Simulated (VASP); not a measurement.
Here is a VASP 6.6.1 calculation.

Contents of INCAR:

```
  PREC = Accurate
  ENCUT = 520
  EDIFF = 1E-8
  ISMEAR = -1
  SIGMA = 0.01
  LREAL = Auto
  LASPH = True
  NELM = 200
  ALGO = Normal
  ISIF = 2
  LWAVE = False
  LCHARG = False
  ISPIN = 2
  MAGMOM = 0 0 0 0 0 0.02 0 0 0 0.02 0 0 0 0.01 0 0 0.11 0 0 0 0.05 0 0 0.01 0.05 0 0 0.01 0.02 0 0 0.21
  LORBIT = 11
  NUPDOWN = 1.0
  GGA = PE
  LEFG = True
  NBANDS = 90
  GGA_COMPAT = False
  ISYM = -1
  KPAR = 1
```

Contents of KPOINTS:

```
explicit points
4
Reciprocal
  0.25000000   0.25000000   0.25000000 2
  0.25000000   0.25000000   0.75000000 2
  0.25000000   0.75000000   0.25000000 2
  0.25000000   0.75000000   0.75000000 2
```

Contents of POSCAR:

```
Al16SiN15
1.0
    6.2595139326      0.0000000578      0.0000000000
   -3.1297570163      5.4208980521      0.0000000000
    0.0000000000      0.0000000000     10.0348065068
Al N Si
16 15 1
Direct
    0.3368422427      0.1643731295      0.2510611880
    0.1655467736      0.3353805483      0.5000728183
    0.3304946828      0.1705790313      0.7567006826
    0.1675019638      0.3331680244      1.0077643417
    0.3379901480      0.6705874582      0.2515249574
    0.1966035186      0.8588377883      0.5155012623
    0.3298541947      0.6604070160      0.7567677136
    0.1767229271      0.8373697679      0.9929320691
    0.8304866636      0.1631714720      0.2514200403
    0.6427681508      0.3048508143      0.5153958906
    0.8404125830      0.1709472475      0.7568335223
    0.6633451225      0.3241625692      0.9929849715
    0.8396165167      0.6616476049      0.2006217129
    0.6488180375      0.8519859050      0.5212936124
    0.8338941067      0.6672376531      0.7485077165
    0.6644089331      0.8361453309      0.9949479156
    0.3308010049      0.1708675553      0.4413101674
    0.1691327253      0.3320240477      0.1963986259
    0.3296769930      0.1710811601      0.9410190515
    0.1678283517      0.3326910787      0.6902029355
    0.3318347052      0.6745563459      0.4440680191
    0.1859018408      0.8386109499      0.1774369216
    0.3302917571      0.6601618524      0.9412422164
    0.1762527695      0.8371598160      0.7023732423
    0.8263449057      0.1687803988      0.4439340915
    0.6625601267      0.3154945434      0.1774687855
    0.8401860415      0.1701973809      0.9413570384
    0.6641064259      0.3248783156      0.7023539195
    0.6661009038      0.8349970579      0.1819548029
    0.8334448959      0.6673153100      0.9429037610
    0.6642270162      0.8366525963      0.7048107252
    0.8311351310      0.6705795908      0.4216327549
```

Potentials or basis: VASP PAW PBE potentials, release 64 (Al, N, Si).

The run is started by

```bash
$ cat potpaw_PBE.64/Al/POTCAR potpaw_PBE.64/N/POTCAR potpaw_PBE.64/Si/POTCAR > POTCAR
$ mpirun -np 4 vasp_std > vasp.out
```

Q: What does it give for the pressure?

A: 10.6 GPa.

Q: Predict the largest force.

A: 0.890 eV/Å.

Stress tensor (GPa, compression positive):
```
 9.82 -0.73 -0.08
-0.73  8.98  0.05
-0.08  0.05 12.92
```

Caveat: without QUAD_EFG the Cq values of the log hold for a quadrupole moment of 1 mb, not for the nuclei; the total moment is fixed, so each spin has its own Fermi level and the state may be an excited one.
